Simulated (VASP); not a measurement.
Write the native input for VASP 6.6.1 that does the following.

```
Task                   : single point
Functional             : LDA
Potentials or basis    : VASP PAW LDA potentials, release 64 (Hf_pv)
Cutoff                 : 520 eV
k mesh                 : 12 × 12 × 7
Occupations            : fermi-dirac, width 1 eV
Spin                   : no spin polarisation
Dipole correction      : no
Further INCAR settings : ALGO = Normal; EDIFF = 1e-07; NBANDS = 17
```

The structure of Hf lies in POSCAR:

```
Hf
1.0
    3.1183974891      0.0000000000      0.0000000000
   -1.5591987445      2.7006114446      0.0000000000
    0.0000000000      0.0000000000      4.9475473504
Hf
2
Direct
    0.3333333333      0.6666666667      0.2500000000
    0.6666666667      0.3333333333      0.7500000000
```

The input as run:

INCAR

```
PREC = Accurate
ENCUT = 520
EDIFF = 1E-7
ISMEAR = -1
SIGMA = 1.0
LREAL = False
LASPH = True
NELM = 100
ALGO = Normal
ISIF = 2
LWAVE = False
LCHARG = False
GGA = CA
NBANDS = 17
```

KPOINTS

```
Automatic mesh
0
Gamma
  12 12 7
```

Potentials or basis: VASP PAW LDA potentials, release 64 (Hf_pv).

Run with:

```bash
$ cat potpaw_LDA.64/Hf_pv/POTCAR > POTCAR
$ mpirun -np 1 vasp_std > vasp.out
```

Results of the run:

```yaml
Pressure: 11.0 GPa
Band_gap_on_the_k_mesh: zero (bands 10 and 11 overlap by 1.41 eV)
```

Caveat: the cell stands under pressure; so wide a smearing shifts energies and pressures; spin-orbit coupling is left out, which moves the levels of the heavy elements.

It took 32 s on 1 thread of Intel(R) Xeon(R) Platinum 8488C (Sapphire Rapids) (shared host), peak memory 0.17 GiB.
